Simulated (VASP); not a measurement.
# MgO (P6_3mc) in VASP: single point with HSE06

Aim: the single point of MgO with HSE06.

All numbers are computed with VASP 6.6.1; they aren't measurements. Logs are shortened: lines on timing, memory, paths and dates and some standing lists are left out, and cuts for length are marked.

## (1) The cell of the first run

It takes space group P6_3mc (No. 186, hexagonal). The conventional cell has a = 3.285 Å, b = 3.285 Å, c = 5.046 Å, α = 90.00°, β = 90.00°, γ = 120.00°. Within 2.6 Å of Mg (site symmetry 3m) lie 4 O at 1.97 to 1.99 Å. Within 2.6 Å of O (site symmetry 3m) lie 4 Mg at 1.97 to 1.99 Å.

## (2) Single point, HSE06

POSCAR

```
MgO
1.0
    3.2851631771      0.0000000000      0.0000000000
   -1.6425815886      2.8450347669      0.0000000000
    0.0000000000      0.0000000000      5.0462378472
Mg O
2 2
Direct
    0.3333333333      0.6666666667     -0.0093312876
    0.6666666667      0.3333333333      0.4906687124
    0.3333333333      0.6666666667      0.3843312876
    0.6666666667      0.3333333333      0.8843312876
```

INCAR.step1

```
SYSTEM = MgO
PREC = Accurate ; ENCUT = 520
EDIFF = 1E-5 ; ISMEAR = -1
SIGMA = 0.02 ; LREAL = .False.
LASPH = .True. ; NELM = 80
ALGO = Normal ; ISIF = 2
LWAVE = .True. ; LCHARG = .False.
GGA = PE ; NBANDS = 16
```

INCAR.step2

```
SYSTEM = MgO
PREC = Accurate ; ENCUT = 520
EDIFF = 1E-6 ; ISMEAR = -1
SIGMA = 0.02 ; LREAL = .False.
LASPH = .True. ; NELM = 80
ALGO = Normal ; ISIF = 2
LWAVE = .False. ; LCHARG = .False.
GGA = PE ; LHFCALC = .True.
HFSCREEN = 0.2079 ; PRECFOCK = Normal
ISTART = 1 ; NBANDS = 16
```

KPOINTS

```
Automatic mesh
0
Gamma
  6 6 4
  0 0 0
```

Potentials or basis: VASP PAW PBE potentials, release 64 (Mg, O).

Started as:

```
$ cat potpaw_PBE.64/Mg/POTCAR potpaw_PBE.64/O/POTCAR > POTCAR
$ cp INCAR.step1 INCAR
$ mpirun -np 1 vasp_std > vasp.out
$ cp INCAR.step2 INCAR
$ mpirun -np 1 vasp_std > vasp.out
```

OUTCAR:

```text
SYSTEM = MgO
   PREC = Accurate
   ENCUT = 520
   EDIFF = 1E-6
   ISMEAR = -1
   LREAL = .False.
   LASPH = .True.
   NELM = 80
   ISIF = 2
   GGA = PE
   LHFCALC = .True.
   HFSCREEN = 0.2079
   PRECFOCK = Normal
   ISTART = 1

 ion  position               nearest neighbor table
   1  0.333  0.667  0.991-   4 1.97   4 1.97   4 1.97   3 1.99   2 3.16   2 3.16   2 3.16   2 3.16
                             2 3.16   2 3.16
   2  0.667  0.333  0.491-   3 1.97   3 1.97   3 1.97   4 1.99   1 3.16   1 3.16   1 3.16   1 3.16
                             1 3.16   1 3.16
   3  0.333  0.667  0.384-   2 1.97   2 1.97   2 1.97   1 1.99
   4  0.667  0.333  0.884-   1 1.97   1 1.97   1 1.97   2 1.99

  LATTYP: Found a hexagonal cell.
 ALAT       =     3.2851631771
 C/A-ratio  =     1.5360691616

  Lattice vectors:

 A1 = (   3.2851631771,   0.0000000000,   0.0000000000)
 A2 = (  -1.6425815886,   2.8450347669,   0.0000000000)
 A3 = (   0.0000000000,   0.0000000000,   5.0462378472)

Analysis of symmetry for initial positions (statically):
=====================================================================
 Subroutine PRICEL returns:
 Original cell was already a primitive cell.

 Routine SETGRP: Setting up the symmetry group for a
 hexagonal supercell.

 Subroutine GETGRP returns: Found 12 space group operations
 (whereof  6 operations were pure point group operations)
 out of a pool of 24 trial point group operations.

The static configuration has the point symmetry C_3v.
 The point group associated with its full space group is C_6v.

Analysis of symmetry for dynamics (positions and initial velocities):
=====================================================================
 Subroutine PRICEL returns:
 Original cell was already a primitive cell.

 Routine SETGRP: Setting up the symmetry group for a
 hexagonal supercell.

 Subroutine GETGRP returns: Found 12 space group operations
 (whereof  6 operations were pure point group operations)
 out of a pool of 24 trial point group operations.

The dynamic configuration has the point symmetry C_3v.
 The point group associated with its full space group is C_6v.

 Subroutine INISYM returns: Found 12 space group operations
 (whereof  6 operations are pure point group operations),
[... 100 lines left out ...]
   IBRION =     -1    ionic relax: 0-MD 1-quasi-New 2-CG
   NFREE  =      0    steps in history (QN), initial steepest desc. (CG)
   ISIF   =      2    stress and relaxation
   ISYM   =      3    0-nonsym 1-usesym 2-fastsym
   POTIM  = 0.5000    time-step for ionic-motion
   TEBEG  =    0.0;   TEEND  =   0.0 temperature during run
   PSTRESS=    0.0 pullay stress
   NELECT =      16.0000    total number of electrons
   NUPDOWN=      -1.0000    fix difference up-down
   EMIN   =  10.00;   EMAX   =-10.00  energy-range for DOS
   EFERMI =   0.00;   METHOD = LEGACY
   ISMEAR =    -1;   SIGMA  =   0.02  broadening in eV -4-tet -1-fermi 0-gaus
   EFERMI_NEDOS =   21; number of points for ismear=-14 and -15
   IALGO  =     38    algorithm
   IMIX   =      1    mixing-type and parameters
     AMIX     =   0.40;   BMIX     =  1.00
     AMIX_MAG =   1.60;   BMIX_MAG =  1.00
  volume/ion in A,a.u.               =      11.79        79.57
  Fermi-wavevector in a.u.,A,eV,Ry     =   1.141767  2.157626 17.736982  1.303631
  Thomas-Fermi vector in A             =   2.278466
   LORBIT       =      0    0 simple, 1 ext, 2 COOP (PROOUT), +10 PAW based schemes
   GGA     = PE    functional components
   LHFCALC =     T    Hartree Fock is set to
   PRECFOCK=normal    Normal, Fast or Accurate (Low or Medium for compatibility)
   ENCUT4O =  -1.0   cutoff for four orbital integrals eV
   NKREDX  =     1    reduce k-point grid by
   NKREDY  =     1    reduce k-point grid by
   NKREDZ  =     1    reduce k-point grid by
   AEXX    =    0.2500 exact exchange contribution
   HFSCREEN=    0.2079 screening length (either q_TF or 0.3 A-1)
   HFSCREENC=   0.2079 screening length for correlation (either q_TF or 0.3 A-1)
   ENCUTFOCK=  -1.0 apply spherical cutoff to Coloumb kernel
   IVDW    =     0    specifies the selected vdW correction
   LEPSILON=     F    determine dielectric tensor
   LRPA    =     F    only Hartree local field effects (RPA)
 non-spin polarized calculation
  energy-cutoff  :      520.00
  volume of cell :       47.16
 maximum number of plane-waves:      1287
  NGX = 20; NGY = 20; NGZ = 30

 number of electron      16.0000012 magnetization

 Free energy of the ion-electron system (eV)
  ---------------------------------------------------
  ext. energy  EPLUGINS =         0.00000000
  ---------------------------------------------------
  free energy    TOTEN  =       -28.02991667 eV

  energy without entropy =      -28.02991667  energy(sigma->0) =      -28.02991667

 E-fermi :   0.2992     XC(G=0):  -8.0336

 val. band max:       -0.1443480639   @ k =   0.0000   0.0000   0.0000
 cond. band min:       4.9960718626   @ k =   0.0000   0.0000   0.0000
 fundamental gap:      5.1404199265
 Fermi energy:         0.2991729857

 k-point     1 :       0.0000    0.0000    0.0000
  band No.  band energies     occupation
      1     -17.8416      2.00000
      2     -17.0216      2.00000
      3      -3.5942      2.00000
      4      -0.8640      2.00000
      5      -0.8640      2.00000
      6      -0.5194      2.00000
[... 376 lines left out ...]
      3      -2.8554      2.00000
      4      -2.8554      2.00000
      5      -2.3276      2.00000
      6      -2.3276      2.00000
[... 8 lines left out ...]
     15      17.7100      0.00000
     16      17.7100      0.00000

------------------------ aborting loop because EDIFF is reached ----------------------------------------

  FORCE on cell =-STRESS in cart. coord.  units (eV):
  Direction    XX          YY          ZZ          XY          YZ          ZX
  --------------------------------------------------------------------------------------
  -------------------------------------------------------------------------------------
  Total       -0.0270593     -0.0270593     -0.0195389      0.0000000     -0.0000000      0.0000000
  in kB       -0.9192102     -0.9192102     -0.6637411      0.0000000     -0.0000000      0.0000000
  external PRESSURE =      -0.8340538 kB  Pullay stress =       0.0000000 kB

 VOLUME and BASIS-vectors are now :
 -----------------------------------------------------------------------------
  energy-cutoff  :      520.00
  volume of cell :       47.16
      direct lattice vectors                 reciprocal lattice vectors
     3.285163177  0.000000000  0.000000000     0.304398883  0.175744777  0.000000000
    -1.642581589  2.845034767  0.000000000     0.000000000  0.351489554  0.000000000
     0.000000000  0.000000000  5.046237847     0.000000000  0.000000000  0.198167433

 POSITION                                       TOTAL-FORCE (eV/Angst)
 -----------------------------------------------------------------------------------
     -0.00000      1.89669      4.99915         0.000000      0.000000      0.000905
      1.64258      0.94834      2.47603        -0.000000     -0.000000      0.000905
     -0.00000      1.89669      1.93943         0.000000      0.000000     -0.000905
      1.64258      0.94834      4.46255         0.000000     -0.000000     -0.000905
 -----------------------------------------------------------------------------------
    total drift:                               -0.000000      0.000000      0.001492

  FREE ENERGIE OF THE ION-ELECTRON SYSTEM (eV)
  ---------------------------------------------------
  free  energy   TOTEN  =       -28.0299166710 eV

  energy  without entropy=      -28.0299166710  energy(sigma->0) =      -28.02991667
```

OUTCAR.step1:

```text
SYSTEM = MgO
   PREC = Accurate
   ENCUT = 520
   EDIFF = 1E-5
   ISMEAR = -1
   LREAL = .False.
   LASPH = .True.
[... 625 lines left out ...]
      1.64258      0.94834      2.47603        -0.000000      0.000000     -0.016400
     -0.00000      1.89669      1.93943        -0.000000      0.000000      0.016400
      1.64258      0.94834      4.46255         0.000000      0.000000      0.016400
 -----------------------------------------------------------------------------------
    total drift:                               -0.000000     -0.000000      0.000981

  FREE ENERGIE OF THE ION-ELECTRON SYSTEM (eV)
  ---------------------------------------------------
  free  energy   TOTEN  =       -23.5188593533 eV

  energy  without entropy=      -23.5188593533  energy(sigma->0) =      -23.51885935
```

OSZICAR.step1:

```text
N       E                     dE             d eps       ncg     rms          rms(c)
DAV:   1     0.610670836644E+02    0.61067E+02   -0.74289E+03   672   0.878E+02
DAV:   2    -0.237387856370E+02   -0.84806E+02   -0.79006E+02   912   0.196E+02
DAV:   3    -0.277887148776E+02   -0.40499E+01   -0.40434E+01   792   0.443E+01
DAV:   4    -0.278053529933E+02   -0.16638E-01   -0.16638E-01   784   0.333E+00
DAV:   5    -0.278054349366E+02   -0.81943E-04   -0.81943E-04   800   0.222E-01    0.117E+01
DAV:   6    -0.235716729977E+02    0.42338E+01   -0.12267E+01   672   0.262E+01    0.386E+00
DAV:   7    -0.235246889523E+02    0.46984E-01   -0.16613E-01   688   0.326E+00    0.220E+00
DAV:   8    -0.235205022820E+02    0.41867E-02   -0.95126E-02   696   0.337E+00    0.502E-01
DAV:   9    -0.235180947127E+02    0.24076E-02   -0.30873E-03   832   0.510E-01    0.175E-01
DAV:  10    -0.235188371886E+02   -0.74248E-03   -0.15614E-03   688   0.256E-01    0.303E-02
DAV:  11    -0.235188588211E+02   -0.21632E-04   -0.14734E-05   776   0.272E-02    0.200E-02
DAV:  12    -0.235188593533E+02   -0.53223E-06   -0.83872E-06   528   0.259E-02
   1 F= -.23518859E+02 E0= -.23518859E+02  d E =-.135803E-11
```

Wall time 37 min (1 thread of AMD EPYC 7R43 (Zen 3), shared host); peak memory 0.25 GiB.

What came out:

```
Free energy            : -28.0299 eV
Pressure               : -0.1 GPa
Band gap on the k mesh : 5.14 eV
```

Caveat: the PAW data sets were made with another functional, which shifts forces and pressure a little.
